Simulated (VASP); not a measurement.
Runs of VASP 6.6.1 on Ge. The structure is that of space group P6/mmm (No. 191), or close to it. The cells are those of the table. 

```csv
task,cell,cutoff (eV),k mesh for the DOS,occupations for the DOS,gap on the mesh (eV),pressure (GPa)
relaxation of shape and atoms at fixed volume,"relaxed from a = 4.539, b = 4.539, c = 2.549 Å, angles 90.0, 90.0, 120.0°, 3 atoms",600,-,-,none,27.7
single point,"a = 4.931, b = 4.931, c = 2.769 Å, angles 90.0, 90.0, 120.0°, 3 atoms",520,-,-,none,0.0
single point,"a = 4.722, b = 4.722, c = 2.658 Å, angles 90.0, 90.0, 120.0°, 3 atoms",520,-,-,none,(b)
single point,"a = 4.521, b = 4.521, c = 2.569 Å, angles 90.0, 90.0, 120.0°, 3 atoms",520,-,-,none,(a)
relaxation of shape and atoms at fixed volume,"relaxed from a = 4.725, b = 4.725, c = 2.654 Å, angles 90.0, 90.0, 120.0°, 3 atoms",600,-,-,none,10.9
relaxation of shape and atoms at fixed volume,"relaxed from a = 4.112, b = 4.112, c = 2.310 Å, angles 90.0, 90.0, 120.0°, 3 atoms",600,-,-,none,119.2
single point,"a = 3.658, b = 3.658, c = 2.164 Å, angles 90.0, 90.0, 120.0°, 3 atoms",520,-,-,none,368.6
single point,"a = 4.054, b = 4.054, c = 2.376 Å, angles 90.0, 90.0, 120.0°, 3 atoms",520,-,-,none,119.1
```

Alike in all rows: level PBE; potentials or basis VASP PAW PBE potentials, release 64 (Ge_d); no spin polarisation; k mesh 8 × 8 × 10; smearing fermi-dirac 0.08 eV.

Problem. Fill in the values left out.

Solution. (a) 27.6; (b) 10.8.

A k mesh can miss the band edges, and the runs leave out spin-orbit coupling on Ge.

A gap of «none» marks levels without a gap at the run's occupations.
